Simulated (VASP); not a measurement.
Input of a VASP 6.6.1 run:

The input INCAR:

```
PREC = Accurate
ENCUT = 600
EDIFF = 1E-6
ISMEAR = -1
SIGMA = 0.05
LREAL = False
LASPH = True
NELM = 100
ALGO = Normal
ISIF = 3
LWAVE = False
LCHARG = False
GGA = PS
IBRION = 2
NSW = 80
EDIFFG = -0.01
PSTRESS = 200.0
```

Contents of KPOINTS:

```
Automatic mesh
0
Gamma
  7 7 7
```

File POSCAR:

```
Sn
1.0
    0.0000000000      3.2333428000      3.2333428000
    3.2333428000      0.0000000000      3.2333428000
    3.2333428000      3.2333428000      0.0000000000
Sn
2
Direct
    0.7500000000      0.7500000000      0.7500000000
    0.5000000000      0.5000000000      0.5000000000
```

Potentials or basis: VASP PAW PBE potentials, release 64 (Sn_d).

Launch:

```bash
$ cat potpaw_PBE.64/Sn_d/POTCAR > POTCAR
$ mpirun -np 1 vasp_std > vasp.out
```

(1) Estimate the relaxed volume.

(2) Estimate the space group after relaxing (to 0.05 Å).

(3) Estimate the band gap on the k mesh.

Answers

(1) 27.00 Å³/atom.

(2) Fd-3m (No. 227).

(3) 0.13 eV, indirect (least direct gap 0.95 eV).

Caveat: the cell is relaxed towards a set pressure, so the enthalpy falls and the energy may rise; the volume moved by over 15 % at a fixed basis, so the end points are rough; the PAW data sets were made with another functional, which shifts forces and pressure a little; spin-orbit coupling is left out, which moves the levels of the heavy elements.
